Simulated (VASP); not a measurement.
Write the native input for VASP 6.6.1 that does the following.

- Task: single point
- Functional: PBEsol
- Potentials or basis: VASP PAW PBE potentials, release 64 (Cd, Te)
- Cutoff: 520 eV
- k mesh: 8 × 8 × 8
- Occupations: gaussian, width 0.05 eV
- Spin: no spin polarisation
- Dipole correction: no
- Further INCAR settings: ALGO = Normal; EDIFF = 1e-07; NBANDS = 16

The structure of CdTe lies in POSCAR:

```
CdTe
1.0
    0.0000000000      3.3011500000      3.2050000000
    3.3011500000      0.0000000000      3.2050000000
    3.3011500000      3.3011500000      0.0000000000
Cd Te
1 1
Direct
    0.0000000000      0.0000000000      0.0000000000
    0.7500000000      0.7500000000      0.7500000000
```

This cell differs from its parent crystal: strain +0.030 along x and y, +0.000 along z.

These files were run (other wordings do the same):

INCAR

```
SYSTEM = CdTe
PREC = Accurate ; ENCUT = 520
EDIFF = 1E-7 ; ISMEAR = 0
SIGMA = 0.05 ; LREAL = .False.
LASPH = .True. ; NELM = 100
ALGO = Normal ; ISIF = 2
LWAVE = .False. ; LCHARG = .False.
GGA = PS ; NBANDS = 16
```

KPOINTS

```
Automatic mesh
0
Gamma
  8 8 8
  0 0 0
```

Potentials or basis: VASP PAW PBE potentials, release 64 (Cd, Te).

The run is started by

```sh
$ cat potpaw_PBE.64/Cd/POTCAR potpaw_PBE.64/Te/POTCAR > POTCAR
$ mpirun -np 1 vasp_std > vasp.out
```

It gave:

```
Pressure               : -0.7 GPa
Band gap on the k mesh : 0.52 eV, direct
```

Caveat: the cell differs from its parent crystal (strain +0.030 along x and y, +0.000 along z); the PAW data sets were made with another functional, which shifts forces and pressure a little; spin-orbit coupling is left out, which moves the levels of the heavy elements.

Wall time 24 s on 1 thread of Intel(R) Xeon(R) 6975P-C (Granite Rapids), on a shared host, peak memory 0.24 GiB.
